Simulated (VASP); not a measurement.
# MgAl2Cl2 (P-3m1) in VASP: a series of runs

Runs on MgAl2Cl2. Level: PBE. Tasks: relaxation of cell and atoms.

Everything below comes from runs of VASP 6.6.1. Logs are shortened: lines on timing, memory, paths and dates and some standing lists are left out, and cuts for length are marked.

**1. The cell of the first run**

The structure is trigonal, space group P-3m1 (No. 164). The conventional cell has a = 4.021 Å, b = 4.021 Å, c = 6.926 Å, α = 90.00°, β = 90.00°, γ = 120.00°. Al (site symmetry 3m) has 4 Cl at 2.45 to 2.47 Å and 3 Al at 2.88 Å within 3.2 Å. Within 3.2 Å of Cl (site symmetry 3m) lie 4 Al at 2.45 to 2.47 Å and 3 Mg at 2.96 Å. Within 3.9 Å of Mg (site symmetry -3m) lie 6 Cl at 2.96 Å and 6 Al at 3.50 Å.

**2. Relaxation of cell and atoms, PBE**

INCAR reads:

```
SYSTEM = MgAl2Cl2
PREC = Accurate
ENCUT = 600
EDIFF = 1E-7
ISMEAR = -1
SIGMA = 0.0429
LREAL = .FALSE.
LASPH = .TRUE.
NELM = 60
ALGO = Normal
ISIF = 3
LWAVE = .FALSE.
LCHARG = .FALSE.
GGA = PE
IBRION = 2
NSW = 60
EDIFFG = -0.01
```

KPOINTS reads:

```
regular mesh
0
G
  5 5 3
  0 0 0
```

POSCAR reads:

```
MgAl2Cl2
1.0
    4.0207810000      0.0000000000      0.0000000000
   -2.0103910000      3.4821020000      0.0000000000
    0.0000000000      0.0000000000      6.9259360000
Al Cl Mg
2 2 1
Direct
    0.3333300000      0.6666700000      0.3773000000
    0.6666700000      0.3333300000      0.6227000000
    0.3333300000      0.6666700000      0.7346000000
    0.6666700000      0.3333300000      0.2654000000
    0.0000000000      0.0000000000      0.0000000000
```

Potentials or basis: VASP PAW PBE potentials, release 64 (Al, Cl, Mg).

Launch:

```sh
> cat potpaw_PBE.64/Al/POTCAR potpaw_PBE.64/Cl/POTCAR potpaw_PBE.64/Mg/POTCAR > POTCAR
> mpirun -np 1 vasp_std > vasp.out
```

OUTCAR:

```text
SYSTEM = MgAl2Cl2
   PREC = Accurate
   ENCUT = 600
   EDIFF = 1E-7
   ISMEAR = -1
   LREAL = .FALSE.
   LASPH = .TRUE.
   NELM = 60
   ISIF = 3
   GGA = PE
   IBRION = 2
   NSW = 60
   EDIFFG = -0.01

 ion  position               nearest neighbor table
   1  0.333  0.667  0.377-   4 2.45   4 2.45   4 2.45   3 2.47   2 2.88   2 2.88   2 2.88   5 3.50
                             5 3.50   5 3.50
   2  0.667  0.333  0.623-   3 2.45   3 2.45   3 2.45   4 2.47   1 2.88   1 2.88   1 2.88   5 3.50
                             5 3.50   5 3.50
   3  0.333  0.667  0.735-   2 2.45   2 2.45   2 2.45   1 2.47   5 2.96   5 2.96   5 2.96
   4  0.667  0.333  0.265-   1 2.45   1 2.45   1 2.45   2 2.47   5 2.96   5 2.96   5 2.96
   5  0.000  0.000  0.000-   3 2.96   4 2.96   4 2.96   3 2.96   4 2.96   3 2.96   1 3.50   2 3.50
                             1 3.50   2 3.50   2 3.50   1 3.50

  LATTYP: Found a hexagonal cell.
 ALAT       =     4.0207810000
 C/A-ratio  =     1.7225350000

  Lattice vectors:

 A1 = (   4.0207810000,   0.0000000000,   0.0000000000)
 A2 = (  -2.0103910000,   3.4821020000,   0.0000000000)
 A3 = (   0.0000000000,   0.0000000000,   6.9259360000)

Analysis of symmetry for initial positions (statically):
=====================================================================
 Subroutine PRICEL returns:
 Original cell was already a primitive cell.

 Routine SETGRP: Setting up the symmetry group for a
 hexagonal supercell.

 Subroutine GETGRP returns: Found  4 space group operations
 (whereof  4 operations were pure point group operations)
 out of a pool of 24 trial point group operations.

The static configuration has the point symmetry C_2h.

Analysis of symmetry for dynamics (positions and initial velocities):
=====================================================================
 Subroutine PRICEL returns:
 Original cell was already a primitive cell.

 Routine SETGRP: Setting up the symmetry group for a
 hexagonal supercell.

 Subroutine GETGRP returns: Found  4 space group operations
 (whereof  4 operations were pure point group operations)
 out of a pool of 24 trial point group operations.

The dynamic configuration has the point symmetry C_2h.

 Subroutine INISYM returns: Found  4 space group operations
 (whereof  4 operations are pure point group operations),
 and found     1 'primitive' translations

----------------------------------------------------------------------------------------

                                     Primitive cell

  volume of cell :      96.9684

  direct lattice vectors                    reciprocal lattice vectors
     4.020781000  0.000000000  0.000000000     0.248707900  0.143591464  0.000000000
    -2.010391000  3.482102000  0.000000000     0.000000000  0.287182857  0.000000000
     0.000000000  0.000000000  6.925936000     0.000000000  0.000000000  0.144384817

  length of vectors
[... 127 lines left out ...]
 number of electron      22.0000002 magnetization

 Free energy of the ion-electron system (eV)
  ---------------------------------------------------
  ext. energy  EPLUGINS =         0.00000000
  ---------------------------------------------------
  free energy    TOTEN  =        -9.19378276 eV

  energy without entropy =       -9.17263428  energy(sigma->0) =       -9.18320852

------------------------ aborting loop because EDIFF is reached ----------------------------------------

  FORCE on cell =-STRESS in cart. coord.  units (eV):
  Direction    XX          YY          ZZ          XY          YZ          ZX
  --------------------------------------------------------------------------------------
  -------------------------------------------------------------------------------------
  Total       10.5100744     10.5107997     12.7505968      0.0006083      0.0000089     -0.0000155
  in kB      173.6544789    173.6664638    210.6738897      0.0100509      0.0001479     -0.0002566
  external PRESSURE =     185.9982775 kB  Pullay stress =       0.0000000 kB
[... 98 lines left out ...]
  FREE ENERGIE OF THE ION-ELECTRON SYSTEM (eV)
  ---------------------------------------------------
  free  energy   TOTEN  =       -12.2619157732 eV

  energy  without entropy=      -12.2447092007  energy(sigma->0) =      -12.25331249

 E-fermi :   6.1360     XC(G=0):  -9.3219

 val. band max:        6.1273853304   @ k =   0.0000   0.0000   0.0000
 cond. band min:       6.1567049598   @ k =   0.2000   0.2000   0.0000
 fundamental gap:      0.0293196294
 Fermi energy:         6.1359988930

 k-point     1 :       0.0000    0.0000    0.0000
  band No.  band energies     occupation
      1     -13.4135      2.00000
      2     -12.2788      2.00000
      3      -3.2901      2.00000
      4      -2.0577      2.00000
      5      -0.1670      2.00000
      6       0.6643      2.00000
      7       0.6650      2.00000
      8       1.2604      2.00000
      9       1.2610      2.00000
     10       2.7978      2.00000
     11       6.1274      1.10006
     12       9.0683      0.00000
     13       9.9863      0.00000
     14      11.6596      0.00000
[... 401 lines left out ...]
      2     -11.8601      2.00000
      3      -2.7533      2.00000
      4      -2.1920      2.00000
      5      -1.3554      2.00000
      6      -0.5695      2.00000
      7       0.1144      2.00000
      8       0.4203      2.00000
      9       1.4485      2.00000
     10       2.1151      2.00000
     11       5.1983      2.00000
     12       6.1001      1.39571
     13       6.4728      0.00078
     14       8.8820      0.00000
     15       9.7310      0.00000

[... ionic steps 4 to 21 ...]

--------------------------------------- Ionic step       22  -------------------------------------------

 number of electron      21.9999989 magnetization

------------------------ aborting loop because EDIFF is reached ----------------------------------------
[... 73 lines left out ...]
--------------------------------------- Ionic step       24  -------------------------------------------

 number of electron      22.0000010 magnetization

 Free energy of the ion-electron system (eV)
  ---------------------------------------------------
  ext. energy  EPLUGINS =         0.00000000
  ---------------------------------------------------
  free energy    TOTEN  =       -16.03221243 eV

  energy without entropy =      -16.02110419  energy(sigma->0) =      -16.02665831

 E-fermi :   3.8484     XC(G=0):  -8.2164

 val. band max:        3.7045651227   @ k =   0.4000   0.4000   0.3333
 cond. band min:       3.9155126560   @ k =   0.0000   0.0000   0.3333
 fundamental gap:      0.2109475334
 Fermi energy:         3.8483611252

 k-point     1 :       0.0000    0.0000    0.0000
  band No.  band energies     occupation
      1     -14.3637      2.00000
      2     -13.7167      2.00000
      3      -4.4940      2.00000
      4      -3.4702      2.00000
      5      -1.5157      2.00000
      6      -1.0657      2.00000
      7      -1.0654      2.00000
      8      -0.7213      2.00000
      9      -0.7207      2.00000
     10       0.3060      2.00000
     11       3.6148      1.99139
     12       6.2739      0.00000
     13       6.7008      0.00000
     14       8.4684      0.00000
[... 445 lines left out ...]
  FREE ENERGIE OF THE ION-ELECTRON SYSTEM (eV)
  ---------------------------------------------------
  free  energy   TOTEN  =       -16.0322124306 eV

  energy  without entropy=      -16.0211041912  energy(sigma->0) =      -16.02665831

 reached required accuracy - stopping structural energy minimisation
```

OSZICAR:

```text
N       E                     dE             d eps       ncg     rms          rms(c)
[... 306 lines left out ...]
DAV:   3    -0.160327013578E+02    0.89782E-03   -0.94793E-04   980   0.221E-01    0.142E-01
DAV:   4    -0.160322455448E+02    0.45581E-03   -0.15006E-03   979   0.236E-01    0.704E-02
DAV:   5    -0.160322289858E+02    0.16559E-04   -0.16200E-04   979   0.885E-02    0.215E-02
DAV:   6    -0.160322150277E+02    0.13958E-04   -0.34505E-05  1000   0.392E-02    0.141E-02
DAV:   7    -0.160322124126E+02    0.26151E-05   -0.13779E-05  1042   0.212E-02    0.526E-03
DAV:   8    -0.160322122070E+02    0.20560E-06   -0.26831E-06  1076   0.909E-03    0.410E-03
DAV:   9    -0.160322124145E+02   -0.20748E-06   -0.96039E-07  1072   0.589E-03    0.549E-04
DAV:  10    -0.160322124306E+02   -0.16163E-07   -0.14376E-07   838   0.204E-03
  24 F= -.16032212E+02 E0= -.16026658E+02  d E =-.158875E-02
```

Wall time 6.7 min (1 thread of Intel Xeon 6975P-C (Granite Rapids), shared host); peak memory 0.26 GiB.

Results:

```
Free energy                            : -16.0322 eV
Relaxed volume                         : 25.31 Å³/atom
Relaxed cell                           : a = 3.562 Å, b = 3.562 Å, c = 11.518 Å, α = 90.00°, β = 90.00°, γ = 120.00°
Space group after relaxing (to 0.05 Å) : P-3m1 (No. 164)
Energy gained by relaxing              : 1367.7 meV/atom
Ionic steps                            : 24
Pressure after relaxing                : 0.0 GPa
Largest force after relaxing           : 0.009 eV/Å
Band gap on the k mesh                 : zero (band 11 reaches 4.39 eV, above the bottom of band 12 at 3.66 eV)
```

Forces on the atoms (eV/Å):
```
Al   0.000  0.000  0.009
Al   0.000  0.000 -0.009
Cl   0.000  0.000  0.002
Cl   0.000  0.000 -0.002
Mg   0.000  0.000  0.000
```

The path:
```tsv
step	energy change (eV)	largest force (eV/Å)	pressure (GPa)	volume (Å³)
1	0.0000	3.4122	18.60	96.97
2	-2.8309	1.5803	2.11	132.10
3	-3.0681	0.8336	-1.16	151.09
4	-3.0676	0.8740	-1.01	149.85
5	-3.2631	0.9251	-1.44	147.02
6	-3.8869	0.8045	-2.16	138.23
7	-5.1891	1.5584	-2.16	119.58
8	0.3999	9.1210	61.00	80.53
9	-6.0317	1.1491	-0.59	113.72
10	-5.8349	1.9392	14.71	97.12
11	-6.4146	0.4151	3.19	107.07
12	-6.4211	0.1875	5.38	104.47
13	-6.5373	0.4588	5.47	106.57
14	-6.5849	0.7839	5.97	109.08
15	-6.7793	0.2322	2.34	116.30
16	-6.8221	0.2197	-0.38	123.58
17	-6.8238	0.1630	0.01	122.41
18	-6.8238	0.1543	0.10	122.13
19	-6.8262	0.1358	0.09	122.48
20	-6.8319	0.0981	0.06	123.52
21	-6.8368	0.0412	0.02	125.61
22	-6.8368	0.0422	0.02	125.76
23	-6.8377	0.0263	0.00	126.01
24	-6.8384	0.0090	-0.04	126.57
```

Final structure:
```xyz
5
Lattice="3.5621 0.0001 -0.0001 -1.7810 3.0849 0.0001 -0.0004 0.0002 11.5178" Properties=species:S:1:pos:R:3 pbc="T T T"
Al   -0.0001    2.0568    4.8949
Al    1.7809    1.0285    6.6229
Cl   -0.0002    2.0568   10.1105
Cl    1.7810    1.0284    1.4073
Mg    0.0000    0.0000    0.0000
```

Levels at points of the mesh, in eV from the Fermi level:
| k point | band 9 | band 10 | band 11 | band 12 | band 13 | band 14 |
| --- | --- | --- | --- | --- | --- | --- |
| (0.00, 0.00, 0.00) | -4.57 | -3.54 | -0.23 | 2.43 | 2.85 | 4.62 |

Caveat: the k points lie up to 0.41 Å⁻¹ apart in the final cell; the volume moved by over 15 % at a fixed basis, so the end points are rough.

**3. Relaxation of cell and atoms, PBE**

INCAR reads:

```
PREC = Accurate
ENCUT = 600
EDIFF = 1E-7
ISMEAR = -4
SIGMA = 0.1
LREAL = F
LASPH = T
NELM = 80
ALGO = Normal
ISIF = 3
LWAVE = F
LCHARG = F
GGA = PE
IBRION = 2
NSW = 60
EDIFFG = -0.01
```

KPOINTS reads:

```
regular mesh
0
Gamma
  5 5 3
```

POSCAR is that of step 2.

Potentials or basis: VASP PAW PBE potentials, release 64 (Al, Cl, Mg).

Launch:

```sh
> cat potpaw_PBE.64/Al/POTCAR potpaw_PBE.64/Cl/POTCAR potpaw_PBE.64/Mg/POTCAR > POTCAR
> mpirun -np 1 vasp_std > vasp.out
```

Wall time 8.1 min (1 thread of Intel Xeon 6975P-C (Granite Rapids), shared host); peak memory 0.27 GiB.

The run converged. Its results:

| Item | Value |
| --- | --- |
| Free energy | -15.8737 eV |
| Relaxed volume | 25.29 Å³/atom |
| Relaxed cell | a = 3.525 Å, b = 3.525 Å, c = 11.765 Å, α = 90.13°, β = 89.87°, γ = 120.09° |
| Space group after relaxing (to 0.05 Å) | P-3m1 (No. 164) |
| Energy gained by relaxing | 1349.4 meV/atom |
| Ionic steps | 24 |
| Pressure after relaxing | 0.0 GPa |
| Band gap on the k mesh | zero (band 11 reaches 4.12 eV, above the bottom of band 12 at 3.51 eV) |

The path:
```tsv
step	energy change (eV)	largest force (eV/Å)	pressure (GPa)	volume (Å³)
1	0.0000	3.4029	18.83	96.97
2	-2.9088	1.6106	1.99	132.59
3	-3.1336	0.9312	-1.01	149.34
4	-3.1349	0.8911	-1.17	150.54
5	-3.3472	0.9145	-1.58	147.56
6	-4.0027	0.7926	-2.31	138.29
7	-5.3557	1.4457	-1.63	118.67
8	3.7998	11.8772	80.12	77.83
9	-6.0028	1.0670	-0.26	114.27
10	-5.8342	1.4925	12.97	99.25
11	-6.3004	0.2771	3.42	108.02
12	-6.2995	0.0644	4.91	106.22
13	-6.4505	0.3756	4.61	109.39
14	-6.5465	0.7767	4.80	114.20
15	-6.7390	0.1262	0.40	124.23
16	-6.7419	0.1110	-0.17	125.88
17	-6.7419	0.0969	-0.09	125.64
18	-6.7435	0.0814	-0.06	125.62
19	-6.7461	0.0327	0.03	125.57
20	-6.7463	0.0384	0.06	125.55
21	-6.7466	0.0331	0.03	125.80
22	-6.7471	0.0228	-0.06	126.56
23	-6.7471	0.0167	0.09	126.39
24	-6.7472	0.0015	0.02	126.47
```

Final structure:
```yaml
crystal:
  lattice:
    - [3.52470, -0.00283, 0.00799]
    - [-1.76480, 3.05107, -0.00799]
    - [0.00064, -0.00037, 11.76549]
  atoms:
    - { symbol: Al, position: [0.33381, 0.66619, 0.42393] }
    - { symbol: Al, position: [0.66619, 0.33381, 0.57607] }
    - { symbol: Cl, position: [0.33385, 0.66615, 0.87936] }
    - { symbol: Cl, position: [0.66615, 0.33385, 0.12064] }
    - { symbol: Mg, position: [0.00000, 0.00000, 0.00000] }
```

Levels at points of the mesh, in eV from the Fermi level:
| k point | band 7 | band 8 | band 9 | band 10 | band 11 | band 12 | band 13 | band 14 | band 15 |
| --- | --- | --- | --- | --- | --- | --- | --- | --- | --- |
| (0.00, 0.00, 0.00) | -4.64 | -4.31 | -4.30 | -3.73 | -0.37 | 2.62 | 3.15 | 4.89 | 4.91 |

Caveat: the k points lie up to 0.41 Å⁻¹ apart in the final cell; the volume moved by over 15 % at a fixed basis, so the end points are rough.
